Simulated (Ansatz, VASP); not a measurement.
RuSe: VASP beside Ansatz

File INCAR:

```
ALGO = Normal
EDIFF = 1E-7
ENCUT = 520
GGA = PE
ISIF = 2
ISMEAR = 0
ISPIN = 2
LASPH = True
LCHARG = False
LMAXMIX = 4
LORBIT = 11
LREAL = False
LWAVE = False
MAGMOM = 4 -4 0 0
NBANDS = 32
NELM = 150
PREC = Accurate
SIGMA = 0.05
```

Contents of KPOINTS:

```
k-points
0
Gamma
  5 5 3
```

Contents of POSCAR:

```
RuSe
1.0
    4.1061713500      0.0000000000      0.0000000000
   -2.0530856800      3.5560487000      0.0000000000
    0.0000000000      0.0000000000      6.7249606300
Ru Se
2 2
Direct
    0.6666666667      0.3333333333      0.0000000000
    0.3333333333      0.6666666667      0.5000000000
    0.6666666667      0.3333333333      0.6252000000
    0.3333333333      0.6666666667      0.1252000000
```

Input for Ansatz:

```yaml
crystal:
  lattice:
    - [4.10617135, 0.0, 0.0]
    - [-2.05308568, 3.5560487, 0.0]
    - [0.0, 0.0, 6.72496063]
  atoms:
    - { symbol: Ru, position: [0.6666666667, 0.3333333333, 0.0], spin: 4.0 }
    - { symbol: Ru, position: [0.3333333333, 0.6666666667, 0.5], spin: -4.0 }
    - { symbol: Se, position: [0.6666666667, 0.3333333333, 0.6252] }
    - { symbol: Se, position: [0.3333333333, 0.6666666667, 0.1252] }
basis:
  ecutwfc: 420
  ecutrho_ratio: 4
kpoints:
  mp_grid: { grid: [5, 5, 3] }
hamiltonian:
  xc: pbe
scf:
  occupations: { method: gaussian, width: 0.05 }
output:
  forces: true
  stress: true
  eigenvalues: true
  populations: true
  hubbard: { sites: [{ site: 0, l: d }, { site: 1, l: d }] }
  write_density: true
  write_potential: true
  elf: true
  volumetric_format: npy
magnetization:
  spin_polarized: true
```

Alike in both runs: task single point; functional PBE; k mesh 5 × 5 × 3; occupations gaussian, width 0.05 eV; collinear spin.

|  | VASP | Ansatz |
| --- | --- | --- |
| version | VASP 6.6.1 | Ansatz 0.2.0 |
| potentials or method | VASP PAW PBE potentials, release 64 (Ru_pv, Se), cutoff 520 eV | scalar-relativistic, plane waves, PAW |
| valence electrons in the cell | 40 | 64 |

```csv
,VASP,Ansatz,Ansatz less VASP
gap on the k mesh at the Fermi level (eV),none,none,-
pressure (GPa),-12.0,-12.0,-0.04
"traceless stress, the component that is largest in VASP (GPa)",1.44,1.44,+0.005
rms of the force components (eV/Å),0.065,0.065,-0.0004
net moment per atom (μB),0.00,0.00,0.000
```

Atom by atom the forces differ by 0.000 eV/Å (rms over components). A gap of «none» marks a metal or a gap that the smearing closes. With one functional, cell and mesh, what is left measures potentials, basis and numerics. VASP's potentials hold 40 valence electrons a cell and Ansatz's 64, so a difference there can come from the potentials and not from the codes. Ansatz's warnings: seeded moment not kept.
